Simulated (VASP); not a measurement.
Runs of VASP 6.6.1 on C. The structure is that of space group P6/mmm (No. 191), or close to it. The cells are those of the table. 

```csv
task,cell,k mesh,cutoff (eV),gap on the mesh (eV),pressure (GPa)
single point,"a = 7.270, b = 7.270, c = 1.271 Å, angles 90.0, 90.0, 120.0°, 3 atoms",6 × 6 × 27,520,none,4.4
single point,"a = 7.370, b = 7.370, c = 1.289 Å, angles 90.0, 90.0, 120.0°, 3 atoms",11 × 11 × 15,520,none,(a)
single point,"a = 7.561, b = 7.561, c = 1.322 Å, angles 90.0, 90.0, 120.0°, 3 atoms",6 × 6 × 27,520,none,-7.6
relaxation of cell and atoms,"relaxed from a = 3.344, b = 3.344, c = 2.050 Å, angles 90.0, 90.0, 120.0°, 3 atoms",11 × 11 × 15,600,none,0.0
single point,"a = 7.370, b = 7.370, c = 1.289 Å, angles 90.0, 90.0, 120.0°, 3 atoms",7 × 7 × 32,520,none,-0.3
```

Alike in all rows: level RPBE; potentials or basis VASP PAW PBE potentials, release 64 (C); no spin polarisation; smearing fermi-dirac 0.1 eV.

Question: Estimate the missing entries.

Answer: (a) -0.1.

Caveats: the PAW data sets were made with another functional, which shifts forces and pressure a little.

A gap of «none» marks levels without a gap at the run's occupations.
